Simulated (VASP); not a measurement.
# Pb (P6_3/mmc) in VASP: further runs

The runs below take Pb through single point, with PBE, PBEsol.

All numbers are computed with VASP 6.6.1; they aren't measurements. Logs are shortened: lines on timing, memory, paths and dates and some standing lists are left out, and cuts for length are marked.

**1. The cell of the first run**

Symmetry: P6_3/mmc, No. 194, hexagonal system. Conventional cell: a = 3.472 Å, b = 3.472 Å, c = 5.997 Å, α = 90.00°, β = 90.00°, γ = 120.00°. Pb (site symmetry -6m2) has 12 Pb at 3.47 to 3.61 Å within 4.6 Å.

**2. Single point, PBE**

INCAR

```
SYSTEM = Pb
PREC     = Accurate       ! precision mode
ENCUT    = 520            ! plane-wave cutoff, eV
EDIFF    = 1E-6           ! SCF threshold, eV
ISMEAR   = 0              ! smearing method
SIGMA    = 0.1            ! smearing width, eV
LREAL    = .FALSE.        ! projectors in reciprocal space
LASPH    = .TRUE.         ! aspherical terms in the spheres
NELM     = 60             ! most SCF steps
ALGO     = Fast           ! electronic algorithm
ISIF     = 2              ! what is computed and relaxed
LWAVE    = .FALSE.        ! write WAVECAR
LCHARG   = .TRUE.         ! write CHGCAR
GGA      = PE             ! functional
LELF     = .TRUE.         ! ELF
LVHAR    = .TRUE.       
ISYM     = 0            
NBANDS   = 21             ! bands
```

KPOINTS

```
Automatic mesh
0
G
  2 3 1
  0 0 0
```

POSCAR

```
Pb
1.0
    3.4715901269      0.0000000000      0.0000000000
   -1.7357950634      3.0064852414      0.0000000000
    0.0000000000      0.0000000000      5.9973895700
Pb
2
Direct
    0.3333333333      0.6666666667      0.2500000000
    0.6666666667      0.3333333333      0.7500000000
```

Potentials or basis: VASP PAW PBE potentials, release 64 (Pb_d).

Launch:

```
cat potpaw_PBE.64/Pb_d/POTCAR > POTCAR
mpirun -np 1 vasp_std > vasp.out
```

OUTCAR:

```text
SYSTEM = Pb
   PREC = Accurate
   ENCUT = 520
   EDIFF = 1E-6
   ISMEAR = 0
   LREAL = .FALSE.
   LASPH = .TRUE.
   NELM = 60
   ISIF = 2
   GGA = PE
   ISYM = 0

 ion  position               nearest neighbor table
   1  0.333  0.667  0.250-   2 3.61   2 3.61   2 3.61   2 3.61   2 3.61   2 3.61
   2  0.667  0.333  0.750-   1 3.61   1 3.61   1 3.61   1 3.61   1 3.61   1 3.61

IMPORTANT INFORMATION: All symmetrisations will be switched off!
NOSYMM: (Re-)initialisation of all symmetry stuff for point group C_1.

----------------------------------------------------------------------------------------

                                     Primitive cell

  volume of cell :      62.5965

  direct lattice vectors                    reciprocal lattice vectors
     3.471590127  0.000000000  0.000000000     0.288052438  0.166307153  0.000000000
    -1.735795063  3.006485241  0.000000000     0.000000000  0.332614305  0.000000000
     0.000000000  0.000000000  5.997389570     0.000000000  0.000000000  0.166739210

  length of vectors
     3.471590127  3.471590127  5.997389570     0.332614305  0.332614305  0.166739210

  position of ions in fractional coordinates (direct lattice)
     0.333333333  0.666666667  0.250000000
     0.666666667  0.333333333  0.750000000

  ion indices of the primitive-cell ions
   primitive index   ion index
                 1           1
                 2           2

----------------------------------------------------------------------------------------

 KPOINTS: Automatic mesh

Automatic generation of k-mesh.
 Grid dimensions read from file:
 generate k-points for:    2    3    1

 Generating k-lattice:

  Cartesian coordinates                     Fractional coordinates (reciprocal lattice)
     0.144026219  0.083153576  0.000000000     0.500000000  0.000000000  0.000000000
     0.000000000  0.110871435  0.000000000     0.000000000  0.333333333  0.000000000
     0.000000000  0.000000000  0.166739210     0.000000000  0.000000000  1.000000000

  Length of vectors
     0.166307153  0.110871435  0.166739210

  Shift w.r.t. Gamma in fractional coordinates (k-lattice)
     0.000000000  0.000000000  0.000000000

 -----------------------------------------------------------------------------
|                                                                             |
|           W    W    AA    RRRRR   N    N  II  N    N   GGGG   !!!           |
|           W    W   A  A   R    R  NN   N  II  NN   N  G    G  !!!           |
|           W    W  A    A  R    R  N N  N  II  N N  N  G       !!!           |
|           W WW W  AAAAAA  RRRRR   N  N N  II  N  N N  G  GGG   !            |
|           WW  WW  A    A  R   R   N   NN  II  N   NN  G    G                |
|           W    W  A    A  R    R  N    N  II  N    N   GGGG   !!!           |
|                                                                             |
|     Your reciprocal lattice and k-lattice belong to different lattice       |
|     classes:                                                                |
|                                                                             |
|        The reciprocal lattice is hexagonal,                                 |
|        whereas your k-lattice is simple monoclinic.                         |
|                                                                             |
|     Results are often still useful ...                                      |
|                                                                             |
 -----------------------------------------------------------------------------

 WARNING: IBZKPT: internal override: KBLOWUP is changed to .FALSE.
      ... skipping the blow-up phase ...

 Subroutine IBZKPT returns following result:
 ===========================================

 Found      4 irreducible k-points:

 Following reciprocal coordinates:
            Coordinates               Weight
  0.000000  0.000000  0.000000      1.000000
  0.500000  0.000000  0.000000      1.000000
  0.000000  0.333333  0.000000      2.000000
  0.500000  0.333333  0.000000      2.000000
   k-points           NKPTS =      4   k-points in BZ     NKDIM =      4   number of bands    NBANDS=     21
   number of dos      NEDOS =    301   number of ions     NIONS =      2
   total plane-waves  NPLWV =  37632
   dimension x,y,z NGX =    28 NGY =   28 NGZ =   48
   dimension x,y,z NGXF=    56 NGYF=   56 NGZF=   96
   ions per type =               2
   NGX,Y,Z   is equivalent  to a cutoff of  13.41, 13.41, 13.31 a.u.
   NGXF,Y,Z  is equivalent  to a cutoff of  26.82, 26.82, 26.61 a.u.
 SYSTEM =  Pb
   PREC   = accura    normal or accurate (medium, high low for compatibility)
   ISTART =      0    job   : 0-new  1-cont  2-samecut
   ICHARG =      2    charge: 1-file 2-atom 10-const
   ISPIN  =      1    spin polarized calculation?
   LNONCOLLINEAR =      F non collinear calculations
   LSORBIT =      F    spin-orbit coupling
   LASPH  =      T    aspherical Exc in radial PAW
   ENCUT  =  520.0 eV  38.22 Ry    6.18 a.u.   6.45  6.45 11.15*2*pi/ulx,y,z
   NELM   =     60;   NELMIN=  2; NELMDL= -5     # of ELM steps
   EDIFF  = 0.1E-05   stopping-criterion for ELM
   LREAL  =      F    real-space projection
   EDIFFG = 0.1E-04   stopping-criterion for IOM
   NSW    =      0    number of steps for IOM
   IBRION =     -1    ionic relax: 0-MD 1-quasi-New 2-CG
   NFREE  =      0    steps in history (QN), initial steepest desc. (CG)
   ISIF   =      2    stress and relaxation
   ISYM   =      0    0-nonsym 1-usesym 2-fastsym
   POTIM  = 0.5000    time-step for ionic-motion
   TEBEG  =    0.0;   TEEND  =   0.0 temperature during run
   PSTRESS=    0.0 pullay stress
   NELECT =      28.0000    total number of electrons
   NUPDOWN=      -1.0000    fix difference up-down
   EMIN   =  10.00;   EMAX   =-10.00  energy-range for DOS
   EFERMI =   0.00;   METHOD = LEGACY
   ISMEAR =     0;   SIGMA  =   0.10  broadening in eV -4-tet -1-fermi 0-gaus
   EFERMI_NEDOS =   21; number of points for ismear=-14 and -15
   IALGO  =     68    algorithm
   IMIX   =      4    mixing-type and parameters
     AMIX     =   0.40;   BMIX     =  1.00
     AMIX_MAG =   1.60;   BMIX_MAG =  1.00
  volume/ion in A,a.u.               =      31.30       211.21
  Fermi-wavevector in a.u.,A,eV,Ry     =   1.252019  2.365973 21.327833  1.567552
  Thomas-Fermi vector in A             =   2.385939
   LORBIT       =      0    0 simple, 1 ext, 2 COOP (PROOUT), +10 PAW based schemes
   GGA     = PE    functional components
   LHFCALC =     F    Hartree Fock is set to
   AEXX    =    0.0000 exact exchange contribution
   IVDW    =     0    specifies the selected vdW correction
   LEPSILON=     F    determine dielectric tensor
   LRPA    =     F    only Hartree local field effects (RPA)
 non-spin polarized calculation
 RMM-DIIS sequential band-by-band and
 Gauss-broadening in eV      SIGMA  =   0.10
  energy-cutoff  :      520.00
  volume of cell :       62.60
 maximum number of plane-waves:      1703
 NGX is ok and might be reduce to    28
   NGX = 13   NGY = 13   NGZ = 23

 number of electron      28.0000001 magnetization

 Free energy of the ion-electron system (eV)
  ---------------------------------------------------
  ext. energy  EPLUGINS =         0.00000000
  ---------------------------------------------------
  free energy    TOTEN  =        -7.56260066 eV

  energy without entropy =       -7.54291919  energy(sigma->0) =       -7.55275993

 E-fermi :   6.2015     XC(G=0): -10.0246

 val. band max:        6.2003465407   @ k =   0.5000   0.3333   0.0000
 cond. band min:       6.4648257303   @ k =   0.5000   0.0000   0.0000
 fundamental gap:      0.2644791895
 Fermi energy:         6.2015022819

 k-point     1 :       0.0000    0.0000    0.0000
  band No.  band energies     occupation
      1     -10.2160      2.00000
      2     -10.2135      2.00000
      3     -10.0859      2.00000
      4     -10.0833      2.00000
      5     -10.0708      2.00000
      6     -10.0223      2.00000
[... 13 lines left out ...]
     20      16.3467      0.00000
     21      17.3686      0.00000

 k-point     2 :       0.5000    0.0000    0.0000
  band No.  band energies     occupation
      1     -10.2850      2.00000
      2     -10.1733      2.00000
      3     -10.1571      2.00000
      4     -10.1429      2.00000
      5      -9.9970      2.00000
      6      -9.9880      2.00000
[... 13 lines left out ...]
     20      15.2613      0.00000
     21      16.8120      0.00000

 k-point     3 :       0.0000    0.3333    0.0000
  band No.  band energies     occupation
      1     -10.1940      2.00000
      2     -10.1394      2.00000
      3     -10.1190      2.00000
      4     -10.0746      2.00000
      5     -10.0272      2.00000
      6     -10.0118      2.00000
[... 13 lines left out ...]
     20      15.5305      0.00000
     21      17.0455      0.00000

 k-point     4 :       0.5000    0.3333    0.0000
  band No.  band energies     occupation
      1     -10.2131      2.00000
      2     -10.1753      2.00000
      3     -10.1061      2.00000
      4     -10.0945      2.00000
      5     -10.0424      2.00000
      6     -10.0020      2.00000
[... 13 lines left out ...]
     20      16.5130      0.00000
     21      18.4179      0.00000

------------------------ aborting loop because EDIFF is reached ----------------------------------------

  FORCE on cell =-STRESS in cart. coord.  units (eV):
  Direction    XX          YY          ZZ          XY          YZ          ZX
  --------------------------------------------------------------------------------------
  -------------------------------------------------------------------------------------
  Total       -6.1258671      1.6452031      4.2819972     -1.5229433     -0.0000073     -0.0000136
  in kB     -156.7936152     42.1095220    109.5991491    -38.9802431     -0.0001859     -0.0003472
  external PRESSURE =      -1.6949814 kB  Pullay stress =       0.0000000 kB

 VOLUME and BASIS-vectors are now :
 -----------------------------------------------------------------------------
  energy-cutoff  :      520.00
  volume of cell :       62.60
      direct lattice vectors                 reciprocal lattice vectors
     3.471590127  0.000000000  0.000000000     0.288052438  0.166307153  0.000000000
    -1.735795063  3.006485241  0.000000000     0.000000000  0.332614305  0.000000000
     0.000000000  0.000000000  5.997389570     0.000000000  0.000000000  0.166739210

 POSITION                                       TOTAL-FORCE (eV/Angst)
 -----------------------------------------------------------------------------------
     -0.00000      2.00432      1.49935        -0.132394      0.070602     -0.000018
      1.73580      1.00216      4.49804         0.132394     -0.070602      0.000018
 -----------------------------------------------------------------------------------
    total drift:                               -0.000089      0.000010      0.000116

  FREE ENERGIE OF THE ION-ELECTRON SYSTEM (eV)
  ---------------------------------------------------
  free  energy   TOTEN  =        -7.5626006628 eV

  energy  without entropy=       -7.5429191892  energy(sigma->0) =       -7.55275993
```

Run time: 7.8 s. Hardware: 1 thread of Intel Xeon 6975P-C, shared host; peak memory 0.17 GiB.

What came out:

| Item | Value |
| --- | --- |
| Free energy | -7.5626 eV |
| Pressure | -0.2 GPa |
| Largest force | 0.150 eV/Å |
| Band gap on the k mesh | zero (band 14 reaches 12.87 eV, above the bottom of band 15 at 6.20 eV) |

Forces on the atoms (eV/Å):
```
Pb  -0.132  0.071  0.000
Pb   0.132 -0.071  0.000
```

Stress tensor (GPa, compression positive):
```
-15.68  -3.90   0.00
 -3.90   4.21   0.00
  0.00   0.00  10.96
```

Caveat: the k points lie up to 1.05 Å⁻¹ apart; spin-orbit coupling is left out, which moves the levels of the heavy elements.

**3. Single point, PBE**

INCAR

```
  PREC = Accurate
  ENCUT = 520
  EDIFF = 1E-6
  ISMEAR = 0
  SIGMA = 0.1
  LREAL = F
  LASPH = T
  NELM = 100
  ALGO = Normal
  ISIF = 2
  LWAVE = F
  LCHARG = T
  GGA = PE
  LELF = T
  LVHAR = T
  NBANDS = 21
```

KPOINTS

```
Automatic mesh
0
Gamma
  6 6 4
```

POSCAR

```
Pb
1.0
    3.4715901269      0.0000000000      0.0000000000
   -1.7357950634      3.0064852414      0.0000000000
    0.0000000000      0.0000000000      5.9973895700
Pb
2
Direct
    0.3333333300      0.6666666700      0.2500000000
    0.6666666700      0.3333333300      0.7500000000
```

Potentials or basis: VASP PAW PBE potentials, release 64 (Pb_d).

Launch:

```
cat potpaw_PBE.64/Pb_d/POTCAR > POTCAR
mpirun -np 1 vasp_std > vasp.out
```

Run time: 18 s. Hardware: 1 thread of Intel Xeon 6975P-C, shared host; peak memory 0.18 GiB.

The run converged. Its results:

```
Free energy            : -7.0168 eV
Pressure               : 1.3 GPa
Band gap on the k mesh : zero (band 14 reaches 12.95 eV, above the bottom of band 15 at 5.25 eV)
```

Stress tensor (GPa, compression positive):
```
1.74 0.00 0.00
0.00 1.74 0.00
0.00 0.00 0.27
```

Levels at points of the mesh, in eV from the Fermi level:
| k point | band 12 | band 13 | band 14 | band 15 | band 16 | band 17 |
| --- | --- | --- | --- | --- | --- | --- |
| (0.00, 0.00, 0.00) | -8.65 | -4.24 | 5.93 | 5.93 | 6.17 | 7.45 |
| (0.50, 0.00, 0.00) | -7.12 | -3.17 | -1.91 | -0.49 | 1.60 | 2.36 |
| (0.00, 0.00, 0.50) | -10.60 | 0.02 | 0.02 | 6.65 | 6.65 | 6.65 |
| (0.50, 0.00, 0.50) | -7.53 | -3.64 | -3.64 | 2.98 | 2.98 | 3.52 |

Caveat: spin-orbit coupling is left out, which moves the levels of the heavy elements.

[end of part 1 of 2]
